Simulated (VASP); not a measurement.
AlGaN2, 4 atoms in the cell. The structure is tetragonal, space group P-4m2 (No. 115). The conventional cell has a = 3.396 Å, b = 3.396 Å, c = 3.984 Å, α = 90.00°, β = 90.00°, γ = 90.00°. Within 2.6 Å of Al (site symmetry -4m2) lie 4 N at 1.94 Å. Ga (site symmetry -4m2) has 4 N at 2.00 Å within 2.6 Å. Within 2.6 Å of N (site symmetry 2mm) lie 2 Al at 1.94 Å and 2 Ga at 2.00 Å.  This cell differs from its parent crystal: volume 11.487 Å^3 an atom, c/a of the conventional cell 1.1731.

```yaml
Program: VASP 6.6.1
Task: single point
Functional: LDA
Potentials_or_basis: VASP PAW LDA potentials, release 64 (Al, Ga_d, N)
Cutoff: 520 eV
k_mesh: 8 × 8 × 6
Occupations: gaussian, width 0.05 eV
Spin: no spin polarisation
Dipole_correction: no
Further_INCAR_settings: ALGO = Normal; EDIFF = 1e-07; NBANDS = 21
```

Potentials or basis: VASP PAW LDA potentials, release 64 (Al, Ga_d, N).

Launch:

```console
$ cat potpaw_LDA.64/Al/POTCAR potpaw_LDA.64/Ga_d/POTCAR potpaw_LDA.64/N/POTCAR > POTCAR
$ mpirun -np 1 vasp_std > vasp.out
```

Hardware: 1 thread of Intel Xeon 6975P-C, with other jobs on the host.

How long does it take, and how much memory?

Run time: 33 s on 1 thread of Intel Xeon 6975P-C (shared host), peak memory 0.18 GiB. Counts: scf iterations 14, k points 60.
